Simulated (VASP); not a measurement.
Input of a VASP 6.6.1 run:

File INCAR:

```
ALGO = Normal ; EDIFF = 1E-7
EDIFFG = -0.04 ; ENCUT = 600
GGA = PE ; GGA_COMPAT = F
IBRION = 2 ; ISIF = 3
ISMEAR = 0 ; LASPH = T
LCHARG = F ; LREAL = F
LWAVE = F ; NELM = 120
NELMIN = 4 ; NSW = 90
PREC = Accurate ; SIGMA = 0.1
```

The input KPOINTS:

```
k-points
0
Gamma
  6 6 2
```

POSCAR

```
Zr5F
1.0
    3.1869839118      0.0000000000      0.0000000000
   -1.5934919559      2.7600090291      0.0000000000
    0.0000000000      0.0000000000     13.9750674076
Zr F
5 1
Direct
    0.6666666667      0.3333333333      0.8715549092
    0.3333333333      0.6666666667      0.6905965813
    0.6666666667      0.3333333333      0.5000000000
    0.3333333333      0.6666666667      0.3094034187
    0.6666666667      0.3333333333      0.1284450908
    0.3333333333      0.6666666667      0.0000000000
```

Potentials or basis: VASP PAW PBE potentials, release 64 (Zr_sv, F).

Launch:

```sh
$ cat potpaw_PBE.64/Zr_sv/POTCAR potpaw_PBE.64/F/POTCAR > POTCAR
$ mpirun -np 1 vasp_std > vasp.out
```

(1) What does it give for the band gap on the k mesh?

(2) What does it give for the relaxed cell?

(3) What does it give for the relaxed volume?

(4) Predict the space group after relaxing (to 0.1 Å).

Answers

(1) zero (an odd number of electrons rules out a gap without spin polarisation).

(2) a = 3.166 Å, b = 3.166 Å, c = 14.124 Å, α = 90.00°, β = 90.00°, γ = 120.00°.

(3) 20.43 Å³/atom.

(4) P-6m2 (No. 187).

Caveat: the k points lie up to 0.38 Å⁻¹ apart in the final cell, too coarse for converged energies and pressures of a metal.
